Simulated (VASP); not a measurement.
Here is a VASP 6.6.1 calculation.

Contents of INCAR:

```
SYSTEM = AlP
PREC = Accurate
ENCUT = 500
EDIFF = 1E-6
ISMEAR = 0
SIGMA = 0.02
LREAL = .FALSE.
LASPH = .TRUE.
NELM = 120
ALGO = Normal
ISIF = 2
LWAVE = .FALSE.
LCHARG = .FALSE.
GGA = PE
NBANDS = 11
GGA_COMPAT = .FALSE.
```

KPOINTS

```
regular mesh
0
G
  8 8 8
  0 0 0
```

POSCAR

```
AlP
1.0
    0.0000000000      2.7536699398      2.7536699398
    2.7536699398      0.0000000000      2.7536699398
    2.7536699398      2.7536699398      0.0000000000
Al P
1 1
Direct
    0.0000000000      0.0000000000      0.0000000000
    0.7500000000      0.7500000000      0.7500000000
```

Potentials or basis: VASP PAW PBE potentials, release 64 (Al, P).

Command:

```sh
$ cat potpaw_PBE.64/Al/POTCAR potpaw_PBE.64/P/POTCAR > POTCAR
$ mpirun -np 1 vasp_std > vasp.out
```

(1) Estimate the pressure.

(2) Predict the band gap on the k mesh.

Results:

(1) -0.1 GPa.

(2) 1.63 eV (least direct gap 3.09 eV).
